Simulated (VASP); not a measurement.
# WS in VASP: a series of runs, part 2 of 2

VASP 6.6.1.

### Step 4. Single point, PBE (volume scaled by 1.06)

File INCAR:

```
ALGO = Normal
EDIFF = 1E-6
ENCUT = 520
GGA = PE
ISIF = 2
ISMEAR = -1
LASPH = T
LCHARG = F
LREAL = F
LWAVE = F
NBANDS = 17
NELM = 80
PREC = Accurate
SIGMA = 0.05
```

File KPOINTS:

```
k-points
0
Gamma
  9 9 9
```

File POSCAR:

```
WS
1.0
    3.0668832124      0.0000000000      0.0000000000
    0.0000000000      3.0668832124      0.0000000000
    0.0000000000      0.0000000000      3.0668832124
W S
1 1
Direct
    0.5000000000      0.5000000000      0.5000000000
    0.0000000000      0.0000000000      0.0000000000
```

Potentials or basis: VASP PAW PBE potentials, release 64 (W_sv, S).

Started as:

```
cat potpaw_PBE.64/W_sv/POTCAR potpaw_PBE.64/S/POTCAR > POTCAR
mpirun -np 1 vasp_std > vasp.out
```

OUTCAR:

```text
EDIFF = 1E-6
   ENCUT = 520
   GGA = PE
   ISIF = 2
   ISMEAR = -1
   LASPH = T
   LREAL = F
   NELM = 80
   PREC = Accurate

 ion  position               nearest neighbor table
   1  0.500  0.500  0.500-   2 2.66   2 2.66   2 2.66   2 2.66   2 2.66   2 2.66   2 2.66   2 2.66

   2  0.000  0.000  0.000-   1 2.66   1 2.66   1 2.66   1 2.66   1 2.66   1 2.66   1 2.66   1 2.66

  LATTYP: Found a simple cubic cell.
 ALAT       =     3.0668832124

  Lattice vectors:

 A1 = (   3.0668832124,   0.0000000000,   0.0000000000)
 A2 = (   0.0000000000,   3.0668832124,   0.0000000000)
 A3 = (   0.0000000000,   0.0000000000,   3.0668832124)

Analysis of symmetry for initial positions (statically):
=====================================================================
 Subroutine PRICEL returns:
 Original cell was already a primitive cell.

 Routine SETGRP: Setting up the symmetry group for a
 simple cubic supercell.

[... 154 lines left out ...]
   NGX = 11   NGY = 11   NGZ = 11

 number of electron      19.9999999 magnetization

 Free energy of the ion-electron system (eV)
  ---------------------------------------------------
  ext. energy  EPLUGINS =         0.00000000
  ---------------------------------------------------
  free energy    TOTEN  =       -16.55623998 eV

  energy without entropy =      -16.54442267  energy(sigma->0) =      -16.55033133

 E-fermi :  11.7300     XC(G=0): -12.9381

 val. band max:       11.7203033951   @ k =   0.3333   0.2222   0.0000
 cond. band min:      11.7727470508   @ k =   0.4444   0.4444   0.2222
 fundamental gap:      0.0524436557
 Fermi energy:        11.7299743123

 k-point     1 :       0.0000    0.0000    0.0000
  band No.  band energies     occupation
      1     -62.7865      2.00000
      2     -26.8665      2.00000
      3     -26.8665      2.00000
      4     -26.8665      2.00000
      5      -5.3655      2.00000
      6       7.5419      2.00000
[... 457 lines left out ...]
      4     -26.8517      2.00000
      5      -2.9622      2.00000
      6       3.8597      2.00000
[... 9 lines left out ...]
     16      22.1425      0.00000
     17      22.4371      0.00000

 [... further k-points ...]
[... 5 lines left out ...]
  --------------------------------------------------------------------------------------
  -------------------------------------------------------------------------------------
  Total       -2.1156660     -2.1156660     -2.1156660     -0.0000000      0.0000000     -0.0000000
  in kB     -117.5076037   -117.5076037   -117.5076037     -0.0000000      0.0000000     -0.0000000
  external PRESSURE =    -117.5076037 kB  Pullay stress =       0.0000000 kB

 VOLUME and BASIS-vectors are now :
 -----------------------------------------------------------------------------
  energy-cutoff  :      520.00
  volume of cell :       28.85
      direct lattice vectors                 reciprocal lattice vectors
     3.066883212  0.000000000  0.000000000     0.326063932  0.000000000  0.000000000
     0.000000000  3.066883212  0.000000000     0.000000000  0.326063932  0.000000000
     0.000000000  0.000000000  3.066883212     0.000000000  0.000000000  0.326063932

 POSITION                                       TOTAL-FORCE (eV/Angst)
 -----------------------------------------------------------------------------------
      1.53344      1.53344      1.53344         0.000000      0.000000      0.000000
      0.00000      0.00000      0.00000         0.000000      0.000000      0.000000
 -----------------------------------------------------------------------------------
    total drift:                                0.000000     -0.000000     -0.000000

  FREE ENERGIE OF THE ION-ELECTRON SYSTEM (eV)
  ---------------------------------------------------
  free  energy   TOTEN  =       -16.5562399830 eV

  energy  without entropy=      -16.5444226713  energy(sigma->0) =      -16.55033133
```

OSZICAR:

```text
N       E                     dE             d eps       ncg     rms          rms(c)
DAV:   1     0.157961404853E+03    0.15796E+03   -0.11756E+04  1190   0.125E+03
DAV:   2    -0.121425729499E+02   -0.17010E+03   -0.16605E+03  1443   0.351E+02
DAV:   3    -0.171939037929E+02   -0.50513E+01   -0.49738E+01  1322   0.573E+01
DAV:   4    -0.172380425585E+02   -0.44139E-01   -0.44109E-01  1453   0.570E+00
DAV:   5    -0.172385240970E+02   -0.48154E-03   -0.48152E-03  1354   0.600E-01    0.198E+01
DAV:   6    -0.166016848320E+02    0.63684E+00   -0.16604E+00  1245   0.110E+01    0.875E+00
DAV:   7    -0.165634397369E+02    0.38245E-01   -0.64770E-02  1260   0.192E+00    0.344E+00
DAV:   8    -0.165563764134E+02    0.70633E-02   -0.22400E-02  1290   0.974E-01    0.187E-01
DAV:   9    -0.165562180400E+02    0.15837E-03   -0.75599E-04  1356   0.217E-01    0.102E-01
DAV:  10    -0.165562355602E+02   -0.17520E-04   -0.13686E-04  1309   0.129E-01    0.286E-02
DAV:  11    -0.165562406364E+02   -0.50761E-05   -0.87172E-06  1377   0.279E-02    0.715E-03
DAV:  12    -0.165562399830E+02    0.65343E-06   -0.96164E-07   846   0.774E-03
   1 F= -.16556240E+02 E0= -.16550331E+02  d E =-.118173E-01
```

stdout:

```text
POSCAR found type information on POSCAR W S
 POSCAR found :  2 types and       2 ions
 scaLAPACK will be used
 LDA part: xc-table for (Slater+PW92), standard interpolation
 POSCAR, INCAR and KPOINTS ok, starting setup
 FFT: planning ... GRIDC
 FFT: planning ... GRID_SOFT
 FFT: planning ... GRID
 WAVECAR not read
 entering main loop
```

Wall time 7.3 s (1 thread of Intel Xeon Platinum 8488C (Sapphire Rapids), shared host); peak memory 0.15 GiB.

Results:

- Free energy: -16.5562 eV
- Pressure: -11.8 GPa
- Band gap on the k mesh: zero (band 10 reaches 13.39 eV, above the bottom of band 11 at 11.12 eV)

Caveat: spin-orbit coupling is left out, which moves the levels of the heavy elements.

### Step 5. Single point, PBE (atoms moved at random)

File INCAR:

```
ALGO     = Normal         # electronic algorithm
EDIFF    = 1E-7           # SCF threshold, eV
ENCUT    = 520            # plane-wave cutoff, eV
GGA      = PE             # functional
ISIF     = 2              # what is computed and relaxed
ISMEAR   = -1             # smearing method
LASPH    = T              # aspherical terms in the spheres
LCHARG   = F              # write CHGCAR
LREAL    = F              # projectors in reciprocal space
LWAVE    = F              # write WAVECAR
NBANDS   = 17             # bands
NELM     = 60             # most SCF steps
PREC     = Accurate       # precision mode
SIGMA    = 0.05           # smearing width, eV
```

KPOINTS is that of step 4.

File POSCAR:

```
WS
1.0
    3.0078900000      0.0000000000      0.0000000000
    0.0000000000      3.0078900000      0.0000000000
    0.0000000000      0.0000000000      3.0078900000
W S
1 1
Direct
    0.4926220000      0.5020630000      0.4956990000
   -0.0093660000     -0.0100220000      0.0088710000
```

Started as:

```
cat potpaw_PBE.64/W_sv/POTCAR potpaw_PBE.64/S/POTCAR > POTCAR
mpirun -np 1 vasp_std > vasp.out
```

It took 68 s on 1 thread of Intel Xeon Platinum 8488C (Sapphire Rapids), shared host; peak memory 0.27 GiB.

It converged, with:

```yaml
Free_energy: -16.6096 eV
Pressure: 1.0 GPa
Largest_force: 0.201 eV/Å
Band_gap_on_the_k_mesh: zero (band 10 reaches 14.45 eV, above the bottom of band 11 at 11.97 eV)
```

Forces on the atoms (eV/Å):
```
W   -0.022 -0.135  0.148
S    0.022  0.135 -0.148
```

Stress tensor (GPa, compression positive):
```
 1.01  0.04 -0.05
 0.04  1.06 -0.27
-0.05 -0.27  1.07
```

Levels at points of the mesh, in eV from the Fermi level:
```csv
k point,band 6,band 7,band 8,band 9,band 10,band 11,band 12,band 13,band 14,band 15
"(0.00, 0.00, 0.00)",-4.60,-4.57,-2.87,-2.85,-2.80,1.19,1.20,1.21,2.37,9.58
```

Caveat: the cell differs from its parent crystal (atoms moved at random); spin-orbit coupling is left out, which moves the levels of the heavy elements.

### Step 6. The runs side by side

| cell | gap on the mesh (eV) | pressure (GPa) |
| --- | --- | --- |
| a = 2.946 Å, 2 atoms | none | 18.4 |
| a = 2.967 Å, 2 atoms | none | 11.8 |
| a = 3.067 Å, 2 atoms | none | -11.8 |
| a = 3.008 Å, 2 atoms | none | 1.0 |

Alike in all rows: task single point; level PBE; potentials or basis VASP PAW PBE potentials, release 64 (W_sv, S); no spin polarisation; k mesh 9 × 9 × 9; cutoff (eV) 520; smearing fermi-dirac 0.05 eV.

Caveats: spin-orbit coupling is left out, which moves the levels of the heavy elements.

Total energies depend on the potentials used, so only differences within one code and one set of settings carry meaning.
